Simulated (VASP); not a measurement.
Input of a VASP 6.6.1 run:

Contents of INCAR:

```
SYSTEM = BeSe2
PREC = Accurate ; ENCUT = 520
EDIFF = 1E-7 ; ISMEAR = 0
SIGMA = 0.1 ; LREAL = .False.
LASPH = .True. ; NELM = 60
ALGO = Normal ; ISIF = 2
LWAVE = .False. ; LCHARG = .True.
GGA = PE ; LELF = .True.
LVHAR = .True. ; NBANDS = 23
```

The input KPOINTS:

```
regular mesh
0
Gamma
  8 8 4
  0 0 0
```

Contents of POSCAR:

```
BeSe2
1.0
    3.6940328848      0.0000000000      0.0000000000
    0.0000000000      3.6940328848      0.0000000000
    0.0000000000      0.0000000000     11.4721180269
Be Se
2 4
Direct
    0.5000000000      0.5000000000      0.0000000000
    0.0000000000      0.0000000000      0.0000000000
    0.5000000000      0.0000000000      0.8838304630
    0.0000000000      0.5000000000      0.1161695370
    0.5000000000      0.5000000000      0.5000000000
    0.0000000000      0.0000000000      0.5000000000
```

Potentials or basis: VASP PAW PBE potentials, release 64 (Be, Se).

Run with:

```console
$ cat potpaw_PBE.64/Be/POTCAR potpaw_PBE.64/Se/POTCAR > POTCAR
$ mpirun -np 1 vasp_std > vasp.out
```

Q: What does it give for the band gap on the k mesh?

A: Zero (band 14 reaches 2.67 eV, above the bottom of band 15 at 0.53 eV).

Q: Estimate the largest force.

A: 0.033 eV/Å.

Q: Estimate the pressure.

A: 0.1 GPa.

Forces in eV/Å, atoms in the order of the input:
```
Be   0.000  0.000  0.000
Be   0.000  0.000  0.000
Se   0.000  0.000 -0.033
Se   0.000  0.000  0.033
Se   0.000  0.000  0.000
Se   0.000  0.000  0.000
```

Caveat: this functional lacks dispersion, which binds the layers, so the pressure and a relaxed spacing across them are unreliable.
